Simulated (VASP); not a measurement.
Input of a VASP 6.6.1 run:

Contents of POSCAR:

```
SiF
1.0
    1.3112739651      0.7570633283      3.8187303235
   -1.3112739651      0.7570633283      3.8187303235
    0.0000000000     -1.5141266565      3.8187303235
Si F
1 1
Direct
    0.5000000000      0.5000000000      0.5000000000
    0.0000000000      0.0000000000      0.0000000000
```

The input INCAR.step1:

```
ALGO = Normal ; EDIFF = 1E-5
ENCUT = 520 ; GGA = PE
ISIF = 2 ; ISMEAR = -1
LASPH = T ; LCHARG = F
LREAL = F ; LWAVE = T
NBANDS = 12 ; NELM = 60
PREC = Accurate ; SIGMA = 0.05
```

INCAR.step2

```
AEXX = 0.25 ; ALGO = Normal
EDIFF = 1E-6 ; ENCUT = 520
ISIF = 2 ; ISMEAR = -1
ISTART = 1 ; LASPH = T
LCHARG = F ; LHFCALC = T
LMIXTAU = T ; LREAL = F
LWAVE = F ; METAGGA = R2SCAN
NBANDS = 12 ; NELM = 60
PREC = Accurate ; PRECFOCK = Normal
SIGMA = 0.05
```

KPOINTS

```
k-points
0
Gamma
  6 6 6
```

Potentials or basis: VASP PAW PBE potentials, release 64 (Si, F).

Command:

```console
$ cat potpaw_PBE.64/Si/POTCAR potpaw_PBE.64/F/POTCAR > POTCAR
$ cp INCAR.step1 INCAR
$ mpirun -np 1 vasp_std > vasp.out
$ cp INCAR.step2 INCAR
$ mpirun -np 1 vasp_std > vasp.out
```

(1) What does it give for the pressure?

(2) Estimate the band gap on the k mesh.

Results:

(1) 1.6 GPa.

(2) zero (an odd number of electrons rules out a gap without spin polarisation).

Caveat: the k points lie up to 0.47 Å⁻¹ apart, too coarse for converged energies and pressures of a metal; the PAW data sets were made with another functional, which shifts forces and pressure a little; an odd number of electrons without spin polarisation forces a metal; a magnetic or distorted state may lie lower.
